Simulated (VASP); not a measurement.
**C: single point with PBE**

Crystal: C.

```
CELL_PARAMETERS angstrom
0.00000 1.78340 1.78340
1.78340 0.00000 1.78340
1.78340 1.78340 0.00000
ATOMIC_POSITIONS crystal
C 0.47196 0.47196 0.44874
C 0.75000 0.75000 0.75000
```

This cell differs from its parent crystal: atom 1 (C) moved by (-0.200, -0.100) A along [1 1 0] and z.

```yaml
Program: VASP 6.6.1
Task: single point
Functional: PBE
Potentials_or_basis: VASP PAW PBE potentials, release 64 (C)
Cutoff: 520 eV
k_mesh: 12 × 12 × 12
Occupations: gaussian, width 0.05 eV
Spin: no spin polarisation
Dipole_correction: no
Further_INCAR_settings: ALGO = Normal; EDIFF = 1e-07; NBANDS = 11
```

* Pressure: 14.5 GPa
* Largest force: 4.896 eV/Å
* Band gap on the k mesh: 0.54 eV, indirect (least direct gap 0.55 eV)

Forces in eV/Å, atoms in the order of the input:
```
C    3.343  3.343  1.275
C   -3.343 -3.343 -1.275
```

Stress tensor (GPa, compression positive):
```
13.77 10.67  5.52
10.67 13.77  5.52
 5.52  5.52 15.88
```

Levels at points of the mesh, in eV from the valence-band top:
```
           k point  band 2  band 3  band 4  band 5  band 6  band 7
(0.00, 0.00, 0.00)   -4.89   -3.95   -0.08    1.25    3.71    4.74
(0.50, 0.00, 0.00)  -16.49   -7.27   -3.15    2.01    6.43    9.62
(0.00, 0.00, 0.50)  -16.87   -6.95   -3.42    2.48    6.64    9.37
(0.50, 0.50, 0.50)  -15.00   -6.52   -5.69    4.36    5.45    6.12
(0.50, 0.50, 0.00)  -15.65   -9.55   -8.10    0.99    1.60   15.00
(0.00, 0.50, 0.50)  -15.33   -9.79   -8.14    1.38    1.54   14.48
```

It used 31 s of CPU time on 1 thread of Intel Xeon 6975P-C (shared host).

Caveat: the cell differs from its parent crystal (atom 1 (C) moved by (-0.200, -0.100) A along [1 1 0] and z); forces of over 1 eV/Å act on the atoms, so gaps and moduli don't describe the material at rest. A k mesh can miss the band edges.
